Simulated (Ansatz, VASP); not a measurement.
# Two plane-wave programs on K

```
K
1.0
    -2.53151    2.53151    2.53151
     2.53151   -2.53151    2.53151
     2.53151    2.53151   -2.53151
K
1
Cartesian
  0.0000 0.0000 0.0000
```

Alike in both runs: task single point; functional PBE; k mesh 14 × 14 × 14; occupations fermi-dirac, width 0.1 eV; no spin polarisation.

|  | VASP | Ansatz |
| --- | --- | --- |
| version | VASP 6.6.1 | Ansatz 0.2.0 |
| potentials or method | VASP PAW PBE potentials, release 64 (K_sv), cutoff 520 eV | plane waves (420 eV) with PAW, scalar-relativistic |
| valence electrons in the cell | 9 | 9 |

```tsv
	VASP	Ansatz	Ansatz less VASP
pressure (GPa)	0.6	0.6	+0.01
```
